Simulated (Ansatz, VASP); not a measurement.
**Two plane-wave programs on Mo**

```
Mo
1.0
     2.77654    0.00000    0.00000
    -1.38827    2.40456    0.00000
     0.00000    0.00000    2.51685
Mo
1
Direct
  0.00000 0.00000 0.50000
```

Change from the starting cell: strain +0.015 along x and y, -0.015 along z, atoms carried along.

Alike in both runs: task single point; functional LDA; k mesh 18 × 18 × 18; occupations gaussian, width 0.15 eV; no spin polarisation.

|  | VASP | Ansatz |
| --- | --- | --- |
| version | VASP 6.6.1 | Ansatz 0.2.0 |
| potentials or method | VASP PAW LDA potentials, release 64 (Mo_sv), cutoff 520 eV | scalar-relativistic, plane waves, PAW |
| valence electrons in the cell | 14 | 14 |

|  | VASP | Ansatz | Ansatz less VASP |
| --- | --- | --- | --- |
| gap on the k mesh at the Fermi level (eV) | none | none | - |
| pressure (GPa) | -10.1 | -11.0 | -0.90 |
| traceless stress, the component that is largest in VASP (GPa) | 0.43 | 0.26 | -0.168 |

LDA's correlation is that of Perdew and Zunger in VASP and of Perdew and Wang (1992) in Ansatz. A gap of «none» marks a metal or a gap that the smearing closes.
